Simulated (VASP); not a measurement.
## Cr: single point with PBE

Cr:

```xyz
2
Lattice="2.8482 0.0000 0.0000 0.0000 2.8482 0.0000 0.0000 0.0000 2.8482" Properties=species:S:1:pos:R:3 pbc="T T T"
Cr    0.0000    0.0000    0.0000
Cr    1.4241    1.4241    1.4241
```

| Quantity | Value |
| --- | --- |
| Program | VASP 6.6.1 |
| Task | single point |
| Functional | PBE |
| Potentials or basis | VASP PAW PBE potentials, release 64 (Cr_pv) |
| Cutoff | 520 eV |
| k mesh | 12 × 12 × 12 |
| Occupations | gaussian, width 0.05 eV |
| Spin | collinear spin, antiferromagnetic start |
| Starting moments | [2.0, -2.0] μB |

```
Pressure                                              : 3.5 GPa
Band gap on the k mesh                                : zero (filled and empty bands overlap)
Net moment                                            : 0.00 μB per cell
Site moments                                          : Cr +0.99, -0.99 μB
Valence electrons inside the program's atomic spheres : Cr 11.06
```

Levels at points of the mesh, in eV from the Fermi level:
Spin up:
```tsv
k point	band 10	band 11	band 12	band 13	band 14	band 15
(0.00, 0.00, 0.00)	-0.91	-0.91	-0.91	1.24	1.24	2.61
(0.50, 0.00, 0.00)	-1.41	-0.79	-0.79	0.12	0.12	0.25
(0.50, 0.50, 0.00)	-2.43	1.13	1.13	1.13	1.16	1.34
(0.50, 0.50, 0.50)	-1.97	-1.97	-1.97	1.22	1.22	2.03
```
Spin down:
```tsv
k point	band 9	band 10	band 11	band 12	band 13	band 14	band 15	band 16
(0.00, 0.00, 0.00)	-4.28	-0.91	-0.91	-0.91	1.24	1.24	2.61	2.61
(0.50, 0.00, 0.00)	-2.08	-1.41	-0.79	-0.79	0.12	0.12	0.25	1.28
(0.50, 0.50, 0.00)	-2.43	-2.43	1.13	1.13	1.13	1.16	1.34	1.96
(0.50, 0.50, 0.50)	-2.59	-1.97	-1.97	-1.97	1.22	1.22	2.03	2.03
```

It took 46 s on 1 thread of AMD EPYC 9R45 96-Core Processor (Zen 5), with other jobs on the host, peak memory 0.16 GiB.

Caveat: the cell stands under pressure; the antiferromagnetic order is the one typed at the start, and another may lie lower.
